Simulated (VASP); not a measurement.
# MgC6 (P6/mmm) in VASP: a series of runs

Runs on MgC6. Level: PBE+D3(BJ). Tasks: single point, relaxation of cell and atoms.

Everything below comes from runs of VASP 6.6.1. Logs are shortened: lines on timing, memory, paths and dates and some standing lists are left out, and cuts for length are marked.

## 1. The cell of the first run

Symmetry: P6/mmm, No. 191, hexagonal system. The conventional cell has a = 4.353 Å, b = 4.353 Å, c = 3.797 Å, α = 90.00°, β = 90.00°, γ = 120.00°. Within 3.2 Å of Mg (site symmetry 6/mmm) lie 12 C at 2.39 Å. Within 1.9 Å of C (site symmetry m2m) lie 3 C at 1.44 to 1.46 Å.

## 2. Single point, PBE+D3(BJ)

INCAR

```
SYSTEM = MgC6
PREC = Accurate ; ENCUT = 520
EDIFF = 1E-6 ; ISMEAR = 0
SIGMA = 0.1 ; LREAL = .FALSE.
LASPH = .TRUE. ; NELM = 80
ALGO = Fast ; ISIF = 2
LWAVE = .FALSE. ; LCHARG = .FALSE.
GGA = PE ; IVDW = 12
NBANDS = 22
```

KPOINTS

```
Automatic mesh
0
G
  12 12 10
  0 0 0
```

POSCAR

```
MgC6
1.0
    4.3525475367      0.0000000000      0.0000000000
   -2.1762737684      3.7694167380      0.0000000000
    0.0000000000      0.0000000000      3.7967590583
Mg C
1 6
Direct
    0.0000000000      0.0000000000      0.5000000000
    0.3350340902      0.3350340902      0.0000000000
    0.0000000000      0.6649659098      0.0000000000
    0.6649659098      0.0000000000      0.0000000000
    0.0000000000      0.3350340902      0.0000000000
    0.6649659098      0.6649659098      0.0000000000
    0.3350340902      0.0000000000      0.0000000000
```

Potentials or basis: VASP PAW PBE potentials, release 64 (Mg, C).

On the command line:

```bash
$ cat potpaw_PBE.64/Mg/POTCAR potpaw_PBE.64/C/POTCAR > POTCAR
$ mpirun -np 1 vasp_std > vasp.out
```

OUTCAR:

```text
SYSTEM = MgC6
   PREC = Accurate
   ENCUT = 520
   EDIFF = 1E-6
   ISMEAR = 0
   LREAL = .FALSE.
   LASPH = .TRUE.
   NELM = 80
   ISIF = 2
   GGA = PE
   IVDW = 12
 IVDW          = 12

 ion  position               nearest neighbor table
   1  0.000  0.000  0.500-   4 2.39   7 2.39   4 2.39   7 2.39   2 2.39   6 2.39   6 2.39   2 2.39
                             5 2.39   5 2.39   3 2.39   3 2.39
   2  0.335  0.335  0.000-   6 1.44   5 1.46   7 1.46   1 2.39   1 2.39
   3  0.000  0.665  0.000-   5 1.44   6 1.46   7 1.46   1 2.39   1 2.39
   4  0.665  0.000  0.000-   7 1.44   5 1.46   6 1.46   1 2.39   1 2.39
   5  0.000  0.335  0.000-   3 1.44   2 1.46   4 1.46   1 2.39   1 2.39
   6  0.665  0.665  0.000-   2 1.44   3 1.46   4 1.46   1 2.39   1 2.39
   7  0.335  0.000  0.000-   4 1.44   3 1.46   2 1.46   1 2.39   1 2.39

  LATTYP: Found a hexagonal cell.
 ALAT       =     4.3525475367
 C/A-ratio  =     0.8723073157

  Lattice vectors:

 A1 = (   4.3525475367,   0.0000000000,   0.0000000000)
 A2 = (  -2.1762737684,   3.7694167380,   0.0000000000)
 A3 = (   0.0000000000,   0.0000000000,   3.7967590583)

Analysis of symmetry for initial positions (statically):
=====================================================================
 Subroutine PRICEL returns:
 Original cell was already a primitive cell.

 Routine SETGRP: Setting up the symmetry group for a
 hexagonal supercell.

 Subroutine GETGRP returns: Found 24 space group operations
 (whereof 24 operations were pure point group operations)
 out of a pool of 24 trial point group operations.

The static configuration has the point symmetry D_6h.

Analysis of symmetry for dynamics (positions and initial velocities):
=====================================================================
 Subroutine PRICEL returns:
 Original cell was already a primitive cell.

 Routine SETGRP: Setting up the symmetry group for a
 hexagonal supercell.

 Subroutine GETGRP returns: Found 24 space group operations
 (whereof 24 operations were pure point group operations)
 out of a pool of 24 trial point group operations.

The dynamic configuration has the point symmetry D_6h.

 Subroutine INISYM returns: Found 24 space group operations
 (whereof 24 operations are pure point group operations),
 and found     1 'primitive' translations

----------------------------------------------------------------------------------------

                                     Primitive cell

  volume of cell :      62.2918

  direct lattice vectors                    reciprocal lattice vectors
     4.352547537  0.000000000  0.000000000     0.229750506  0.132646517  0.000000000
[... 105 lines left out ...]
   TEBEG  =    0.0;   TEEND  =   0.0 temperature during run
   PSTRESS=    0.0 pullay stress
   NELECT =      26.0000    total number of electrons
   NUPDOWN=      -1.0000    fix difference up-down
   EMIN   =  10.00;   EMAX   =-10.00  energy-range for DOS
   EFERMI =   0.00;   METHOD = LEGACY
   ISMEAR =     0;   SIGMA  =   0.10  broadening in eV -4-tet -1-fermi 0-gaus
   EFERMI_NEDOS =   21; number of points for ismear=-14 and -15
   IALGO  =     68    algorithm
   IMIX   =      4    mixing-type and parameters
     AMIX     =   0.40;   BMIX     =  1.00
     AMIX_MAG =   1.60;   BMIX_MAG =  1.00
  volume/ion in A,a.u.               =       8.90        60.05
  Fermi-wavevector in a.u.,A,eV,Ry     =   1.223458  2.312000 20.365871  1.496849
  Thomas-Fermi vector in A             =   2.358568
   LORBIT       =      0    0 simple, 1 ext, 2 COOP (PROOUT), +10 PAW based schemes
   GGA     = PE    functional components
   LHFCALC =     F    Hartree Fock is set to
   AEXX    =    0.0000 exact exchange contribution
   IVDW    =    12    specifies the selected vdW correction
   LEPSILON=     F    determine dielectric tensor
   LRPA    =     F    only Hartree local field effects (RPA)
 non-spin polarized calculation
 RMM-DIIS sequential band-by-band and
 Gauss-broadening in eV      SIGMA  =   0.10
  energy-cutoff  :      520.00
  volume of cell :       62.29
 maximum number of plane-waves:      1694
   NGX = 17   NGY = 17   NGZ = 15

 number of electron      26.0000005 magnetization

 Free energy of the ion-electron system (eV)
  ---------------------------------------------------
  ext. energy  EPLUGINS =         0.00000000
  ---------------------------------------------------
  free energy    TOTEN  =       -55.05662296 eV

  energy without entropy =      -55.05014674  energy(sigma->0) =      -55.05338485

 E-fermi :   7.1200     XC(G=0): -10.6402

 val. band max:        7.1092675470   @ k =   0.4167   0.1667   0.3000
 cond. band min:       7.1472623072   @ k =   0.3333   0.0000   0.0000
 fundamental gap:      0.0379947602
 Fermi energy:         7.1200468356

 k-point     1 :       0.0000    0.0000    0.0000
  band No.  band energies     occupation
      1     -13.9066      2.00000
      2      -7.2600      2.00000
      3      -7.2600      2.00000
      4      -6.8684      2.00000
      5      -6.8684      2.00000
      6      -5.1354      2.00000
[... 589 lines left out ...]
     21      15.1475      0.00000
     22      15.6997      0.00000

 [... further k-points ...]

------------------------ aborting loop because EDIFF is reached ----------------------------------------

 Edisp (eV)   -1.18670

 E8    (eV) :    -0.3924

  FORCE on cell =-STRESS in cart. coord.  units (eV):
  Direction    XX          YY          ZZ          XY          YZ          ZX
  --------------------------------------------------------------------------------------
  -------------------------------------------------------------------------------------
  Total       0.17446     0.17446    -0.14154    -0.00000    -0.00000     0.00000
  in kB       4.48725     4.48725    -3.64038    -0.00000    -0.00000     0.00000
  external pressure =        1.78 kB  Pullay stress =        0.00 kB

 VOLUME and BASIS-vectors are now :
 -----------------------------------------------------------------------------
  energy-cutoff  :      520.00
  volume of cell :       62.29
      direct lattice vectors                 reciprocal lattice vectors
     4.352547537  0.000000000  0.000000000     0.229750506  0.132646517  0.000000000
    -2.176273768  3.769416738  0.000000000     0.000000000  0.265293033  0.000000000
     0.000000000  0.000000000  3.796759058     0.000000000  0.000000000  0.263382528

 POSITION                                       TOTAL-FORCE (eV/Angst)
 -----------------------------------------------------------------------------------
      0.00000      0.00000      1.89838        -0.000000     -0.000000      0.000000
      0.72913      1.26288      0.00000         0.000654      0.001133     -0.000000
     -1.44715      2.50653      0.00000         0.000654     -0.001133      0.000000
      2.89430      0.00000      0.00000        -0.001309     -0.000000      0.000000
     -0.72913      1.26288      0.00000        -0.000654      0.001133     -0.000000
      1.44715      2.50653      0.00000        -0.000654     -0.001133      0.000000
      1.45825      0.00000      0.00000         0.001309      0.000000     -0.000000
 -----------------------------------------------------------------------------------
    total drift:                                0.000000     -0.000000      0.000000

  FREE ENERGIE OF THE ION-ELECTRON SYSTEM (eV)
  ---------------------------------------------------
  free  energy   TOTEN  =       -56.2433221118 eV

  energy  without entropy=      -56.2368458943  energy(sigma->0) =      -56.24008400
```

OSZICAR:

```text
N       E                     dE             d eps       ncg     rms          rms(c)
DAV:   1     0.820116693194E+02    0.82012E+02   -0.12918E+04  5016   0.108E+03
DAV:   2    -0.528475376032E+02   -0.13486E+03   -0.12944E+03  6614   0.222E+02
DAV:   3    -0.597054274911E+02   -0.68579E+01   -0.67918E+01  6438   0.480E+01
DAV:   4    -0.597920008639E+02   -0.86573E-01   -0.86452E-01  7152   0.590E+00
DAV:   5    -0.597930050843E+02   -0.10042E-02   -0.10041E-02  6780   0.608E-01    0.108E+01
RMM:   6    -0.558211142448E+02    0.39719E+01   -0.39688E+00  5185   0.914E+00    0.597E+00
RMM:   7    -0.550836767666E+02    0.73744E+00   -0.47663E+00  5460   0.101E+01    0.229E+00
RMM:   8    -0.550620610518E+02    0.21616E-01   -0.40834E-01  5409   0.339E+00    0.123E+00
RMM:   9    -0.550616322689E+02    0.42878E-03   -0.30801E-02  6167   0.113E+00    0.374E-01
RMM:  10    -0.550562853086E+02    0.53470E-02   -0.18807E-02  6124   0.714E-01    0.641E-02
RMM:  11    -0.550566043375E+02   -0.31903E-03   -0.30031E-03  6554   0.322E-01    0.552E-02
RMM:  12    -0.550566132820E+02   -0.89445E-05   -0.26408E-04  6493   0.105E-01    0.130E-02
RMM:  13    -0.550566206979E+02   -0.74160E-05   -0.60406E-05  6584   0.483E-02    0.252E-03
RMM:  14    -0.550566225655E+02   -0.18676E-05   -0.15891E-05  6418   0.232E-02    0.117E-03
RMM:  15    -0.550566229600E+02   -0.39442E-06   -0.31139E-06  5102   0.999E-03
   1 F= -.56243322E+02 E0= -.56240084E+02  d E =-.647622E-02
```

Run time: 3.1 min. Hardware: 1 thread of Oxide Virtual Turin-like, shared host; peak memory 0.24 GiB.

Results:

```yaml
Free_energy: -56.2433 eV
Pressure: 0.2 GPa
Band_gap_on_the_k_mesh: zero (bands 13 and 14 overlap by 4.95 eV)
Dispersion_energy_per_atom: -0.170 eV
```

Stress tensor (GPa, compression positive):
```
 0.45  0.00  0.00
 0.00  0.45  0.00
 0.00  0.00 -0.36
```

Levels at points of the mesh, in eV from the Fermi level:
```csv
k point,band 11,band 12,band 13,band 14,band 15,band 16
"(0.00, 0.00, 0.00)",-2.25,-2.25,-1.59,-1.59,-1.02,5.99
"(0.50, 0.00, 0.00)",-6.78,-4.21,-0.13,1.09,1.62,4.25
"(0.00, 0.00, 0.50)",-3.20,-3.20,-2.56,-2.56,4.05,5.29
"(0.50, 0.00, 0.50)",-7.65,-5.19,-1.55,3.33,3.63,4.93
```

[end of part 1 of 2]

The gap in the log of VASP goes by the Fermi energy; the results here count the filled bands.